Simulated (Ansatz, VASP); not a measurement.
One calculation of Nb, two programs

```
Nb
1.0
     0.00000    2.11500    2.15201
     2.11500    0.00000    2.15201
     2.11500    2.11500    0.00000
Nb
1
Cartesian
  0.0000 0.0000 0.0000
```

Change from the starting cell: strain +0.0175 x Voigt [0, 0, 1, 0, 0, 0], atoms carried along.

Alike in both runs: task single point; functional r2SCAN; k mesh 20 × 20 × 20; occupations gaussian, width 0.15 eV; no spin polarisation.

|  | VASP | Ansatz |
| --- | --- | --- |
| version | VASP 6.6.1 | Ansatz 0.2.0 |
| potentials or method | VASP PAW PBE potentials, release 64 (Nb_sv), cutoff 520 eV | scalar-relativistic, plane waves, PAW |
| valence electrons in the cell | 13 | 13 |

```tsv
	VASP	Ansatz	Ansatz less VASP
gap on the k mesh at the Fermi level (eV)	none	none	-
pressure (GPa)	-4.9	-4.8	+0.13
traceless stress, the component that is largest in VASP (GPa)	2.85	2.87	+0.018
```

VASP's potentials were made for PBE, not for r2SCAN. A gap of «none» marks a metal or a gap that the smearing closes. With one functional, cell and mesh, what is left measures potentials, basis and numerics.
